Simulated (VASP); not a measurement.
# MnS (rocksalt type) (Fm-3m) in VASP: electric field gradients with PBE

Aim: the electric field gradients of MnS (rocksalt type) with PBE.

Everything below comes from runs of VASP 6.6.1. Logs are shortened: lines on timing, memory, paths and dates and some standing lists are left out, and cuts for length are marked.

## 1. The cell of the first run

Symmetry: Fm-3m, No. 225, cubic system. The conventional cell has a = 4.999 Å, b = 4.999 Å, c = 4.999 Å, α = 90.00°, β = 90.00°, γ = 90.00°. Within 3.3 Å of Mn (site symmetry m-3m) lie 6 S at 2.50 Å. Within 3.3 Å of S (site symmetry m-3m) lie 6 Mn at 2.50 Å.

## 2. Electric field gradients, PBE, collinear spin, ferromagnetic start (15.61 Å³/atom)

Input file INCAR:

```
PREC = Accurate
ENCUT = 520
EDIFF = 1E-8
ISMEAR = -1
SIGMA = 0.08
LREAL = False
LASPH = True
NELM = 150
ALGO = Fast
ISIF = 2
LWAVE = False
LCHARG = False
ISPIN = 2
MAGMOM = 4 0
LORBIT = 11
LMAXMIX = 4
GGA = PE
LEFG = True
NBANDS = 20
```

Input file KPOINTS:

```
Automatic mesh
0
Gamma
  16 16 16
```

Input file POSCAR:

```
MnS
1.0
    0.0000000000      2.4993294399      2.4993294399
    2.4993294399      0.0000000000      2.4993294399
    2.4993294399      2.4993294399      0.0000000000
Mn S
1 1
Direct
    0.0000000000      0.0000000000      0.0000000000
    0.5000000000      0.5000000000      0.5000000000
```

Potentials or basis: VASP PAW PBE potentials, release 64 (Mn_pv, S).

Command:

```bash
$ cat potpaw_PBE.64/Mn_pv/POTCAR potpaw_PBE.64/S/POTCAR > POTCAR
$ mpirun -np 1 vasp_std > vasp.out
```

OUTCAR:

```text
PREC = Accurate
   ENCUT = 520
   EDIFF = 1E-8
   ISMEAR = -1
   LREAL = False
   LASPH = True
   NELM = 150
   ISIF = 2
   ISPIN = 2
   LORBIT = 11
   GGA = PE

 ion  position               nearest neighbor table
   1  0.000  0.000  0.000-   2 2.50   2 2.50   2 2.50   2 2.50   2 2.50   2 2.50
   2  0.500  0.500  0.500-   1 2.50   1 2.50   1 2.50   1 2.50   1 2.50   1 2.50

  LATTYP: Found a face centered cubic cell.
 ALAT       =     4.9986588798

  Lattice vectors:

 A1 = (   0.0000000000,   2.4993294399,   2.4993294399)
 A2 = (   2.4993294399,   0.0000000000,   2.4993294399)
 A3 = (   2.4993294399,   2.4993294399,   0.0000000000)

Analysis of symmetry for initial positions (statically):
=====================================================================
 Subroutine PRICEL returns:
 Original cell was already a primitive cell.

 Routine SETGRP: Setting up the symmetry group for a
 face centered cubic supercell.

 Subroutine GETGRP returns: Found 48 space group operations
 (whereof 48 operations were pure point group operations)
 out of a pool of 48 trial point group operations.

The static configuration has the point symmetry O_h .

Analysis of symmetry for dynamics (positions and initial velocities):
=====================================================================
 Subroutine PRICEL returns:
 Original cell was already a primitive cell.

 Routine SETGRP: Setting up the symmetry group for a
 face centered cubic supercell.

 Subroutine GETGRP returns: Found 48 space group operations
 (whereof 48 operations were pure point group operations)
 out of a pool of 48 trial point group operations.

The dynamic configuration has the point symmetry O_h .

Analysis of structural, dynamic, and magnetic symmetry:
=====================================================================
 Subroutine PRICEL returns:
 Original cell was already a primitive cell.

 Routine SETGRP: Setting up the symmetry group for a
 face centered cubic supercell.

 Subroutine GETGRP returns: Found 48 space group operations
 (whereof 48 operations were pure point group operations)
 out of a pool of 48 trial point group operations.

The overall configuration has the point symmetry O_h .

 Subroutine INISYM returns: Found 48 space group operations
 (whereof 48 operations are pure point group operations),
 and found     1 'primitive' translations

----------------------------------------------------------------------------------------

                                     Primitive cell

  volume of cell :      31.2249

  direct lattice vectors                    reciprocal lattice vectors
     0.000000000  2.499329440  2.499329440    -0.200053659  0.200053659  0.200053659
     2.499329440  0.000000000  2.499329440     0.200053659 -0.200053659  0.200053659
     2.499329440  2.499329440  0.000000000     0.200053659  0.200053659 -0.200053659

  length of vectors
     3.534585591  3.534585591  3.534585591     0.346503102  0.346503102  0.346503102

  position of ions in fractional coordinates (direct lattice)
     0.000000000  0.000000000  0.000000000
     0.500000000  0.500000000  0.500000000

  ion indices of the primitive-cell ions
   primitive index   ion index
                 1           1
                 2           2

----------------------------------------------------------------------------------------

 KPOINTS: Automatic mesh

Automatic generation of k-mesh.
 Grid dimensions read from file:
 generate k-points for:   16   16   16

 Generating k-lattice:

  Cartesian coordinates                     Fractional coordinates (reciprocal lattice)
[... 59 lines left out ...]
   NELM   =    150;   NELMIN=  2; NELMDL= -5     # of ELM steps
   EDIFF  = 0.1E-07   stopping-criterion for ELM
   LREAL  =      F    real-space projection
   EDIFFG = 0.1E-06   stopping-criterion for IOM
   NSW    =      0    number of steps for IOM
   IBRION =     -1    ionic relax: 0-MD 1-quasi-New 2-CG
   NFREE  =      0    steps in history (QN), initial steepest desc. (CG)
   ISIF   =      2    stress and relaxation
   ISYM   =      2    0-nonsym 1-usesym 2-fastsym
   POTIM  = 0.5000    time-step for ionic-motion
   TEBEG  =    0.0;   TEEND  =   0.0 temperature during run
   PSTRESS=    0.0 pullay stress
   NELECT =      19.0000    total number of electrons
   NUPDOWN=      -1.0000    fix difference up-down
   EMIN   =  10.00;   EMAX   =-10.00  energy-range for DOS
   EFERMI =   0.00;   METHOD = LEGACY
   ISMEAR =    -1;   SIGMA  =   0.08  broadening in eV -4-tet -1-fermi 0-gaus
   EFERMI_NEDOS =   21; number of points for ismear=-14 and -15
   IALGO  =     68    algorithm
   IMIX   =      4    mixing-type and parameters
     AMIX     =   0.40;   BMIX     =  1.00
     AMIX_MAG =   1.60;   BMIX_MAG =  1.00
  volume/ion in A,a.u.               =      15.61       105.36
  Fermi-wavevector in a.u.,A,eV,Ry     =   1.387264  2.621549 26.184441  1.924502
  Thomas-Fermi vector in A             =   2.511502
   LORBIT       =     11    0 simple, 1 ext, 2 COOP (PROOUT), +10 PAW based schemes
   GGA     = PE    functional components
   LHFCALC =     F    Hartree Fock is set to
   AEXX    =    0.0000 exact exchange contribution
   IVDW    =     0    specifies the selected vdW correction
   LEPSILON=     F    determine dielectric tensor
   LRPA    =     F    only Hartree local field effects (RPA)
 spin polarized calculation
 RMM-DIIS sequential band-by-band and
  energy-cutoff  :      520.00
  volume of cell :       31.22
 maximum number of plane-waves:       872
   NGX = 13   NGY = 13   NGZ = 13

 number of electron      18.9999998 magnetization       4.2830483

 Free energy of the ion-electron system (eV)
  ---------------------------------------------------
  ext. energy  EPLUGINS =         0.00000000
  ---------------------------------------------------
  free energy    TOTEN  =       -14.07404780 eV

  energy without entropy =      -14.04827573  energy(sigma->0) =      -14.06116176

 E-fermi :   8.0963     XC(G=0): -11.2776

 val. band max:        8.0961458098   @ k =   0.3750   0.0625   0.0000
 cond. band min:       8.1085933673   @ k =   0.0625   0.0000   0.0000
 fundamental gap:      0.0124475575
 Fermi energy:         8.0962773791

 spin component 1

 k-point     1 :       0.0000    0.0000    0.0000
  band No.  band energies     occupation
      1     -42.4094      1.00000
      2     -42.4094      1.00000
      3     -42.4094      1.00000
      4      -7.4013      1.00000
      5       4.6881      1.00000
      6       4.6881      1.00000
[... 541 lines left out ...]
     19      19.9390      0.00000
     20      22.1648      0.00000

 [... further k-points ...]

 spin component 2

 k-point     1 :       0.0000    0.0000    0.0000
  band No.  band energies     occupation
      1     -38.2401      1.00000
      2     -38.2401      1.00000
      3     -38.2401      1.00000
      4      -7.1361      1.00000
      5       6.2300      1.00000
      6       6.2300      1.00000
[... 541 lines left out ...]
     19      20.8390      0.00000
     20      23.6830      0.00000

 [... further k-points ...]

------------------------ aborting loop because EDIFF is reached ----------------------------------------

  FORCE on cell =-STRESS in cart. coord.  units (eV):
  Direction    XX          YY          ZZ          XY          YZ          ZX
  --------------------------------------------------------------------------------------
  -------------------------------------------------------------------------------------
  Total        0.6829176      0.6829176      0.6829176      0.0000000      0.0000000      0.0000000
  in kB       35.0411506     35.0411506     35.0411506      0.0000000      0.0000000      0.0000000
  external PRESSURE =      35.0411506 kB  Pullay stress =       0.0000000 kB

 VOLUME and BASIS-vectors are now :
 -----------------------------------------------------------------------------
  energy-cutoff  :      520.00
  volume of cell :       31.22
      direct lattice vectors                 reciprocal lattice vectors
     0.000000000  2.499329440  2.499329440    -0.200053659  0.200053659  0.200053659
     2.499329440  0.000000000  2.499329440     0.200053659 -0.200053659  0.200053659
     2.499329440  2.499329440  0.000000000     0.200053659  0.200053659 -0.200053659

 POSITION                                       TOTAL-FORCE (eV/Angst)
 -----------------------------------------------------------------------------------
      0.00000      0.00000      0.00000        -0.000000      0.000000     -0.000000
      2.49933      2.49933      2.49933         0.000000     -0.000000      0.000000
 -----------------------------------------------------------------------------------
    total drift:                               -0.000000      0.000000      0.000000

  FREE ENERGIE OF THE ION-ELECTRON SYSTEM (eV)
  ---------------------------------------------------
  free  energy   TOTEN  =       -14.0740478021 eV

  energy  without entropy=      -14.0482757253  energy(sigma->0) =      -14.06116176

 Electric field gradients (V/A^2)
---------------------------------------------------------------------
 ion       V_xx      V_yy      V_zz      V_xy      V_xz      V_yz
---------------------------------------------------------------------
   1       0.000     0.000     0.000     0.000     0.000     0.000
   2       0.000    -0.000    -0.000     0.000     0.000     0.000
---------------------------------------------------------------------

 Electric field gradients after diagonalization (V/A^2)
 (convention: |V_zz| > |V_xx| > |V_yy|)
----------------------------------------------------------------------
 ion       V_xx      V_yy      V_zz     asymmetry (V_yy - V_xx)/ V_zz
----------------------------------------------------------------------
   1      -0.000    -0.000     0.000       0.000
   2      -0.000    -0.000     0.000       0.000
----------------------------------------------------------------------

           NMR quadrupolar parameters

 Cq : quadrupolar parameter    Cq=e*Q*V_zz/h
 eta: asymmetry parameters     (V_yy - V_xx)/ V_zz
 Q  : nuclear electric quadrupole moment in mb (millibarn)
----------------------------------------------------------------------
 ion       Cq(MHz)       eta       Q (mb)
----------------------------------------------------------------------
   1       0.000       0.000       1.000
   2       0.000       0.000       1.000
----------------------------------------------------------------------

 total charge

# of ion       s       p       d       tot
------------------------------------------
    1        0.238   6.202   5.001  11.441
    2        1.329   2.419   0.000   3.748
--------------------------------------------------
tot          1.566   8.621   5.001  15.188

 magnetization (x)

# of ion       s       p       d       tot
------------------------------------------
    1        0.053   0.043   3.842   3.938
    2        0.027   0.043   0.000   0.070
--------------------------------------------------
tot          0.080   0.086   3.842   4.008
```

Run time: 2.6 min. Hardware: 1 thread of Intel Xeon Platinum 8488C (Sapphire Rapids), shared host; peak memory 0.27 GiB.

Results:

```yaml
Free_energy: -14.0740 eV
Pressure: 3.5 GPa
Net_moment: 4.28 μB per cell
Site_moments: Mn +3.94; S +0.07 μB
Largest_electric_field_gradient_by_atom: zero within the noise of the run
Valence_electrons_inside_the_program's_atomic_spheres: Mn 11.44; S 3.75
```

Caveat: the cell stands under pressure; a cell with one magnetic atom can't hold antiferromagnetic order, which such compounds often take; semilocal functionals often make such compounds metallic where correlation or magnetic order opens a gap, which also shifts bond lengths. With open d or f shells a metallic result of PBE can be an artefact of self-interaction; +U or a hybrid may open a gap.
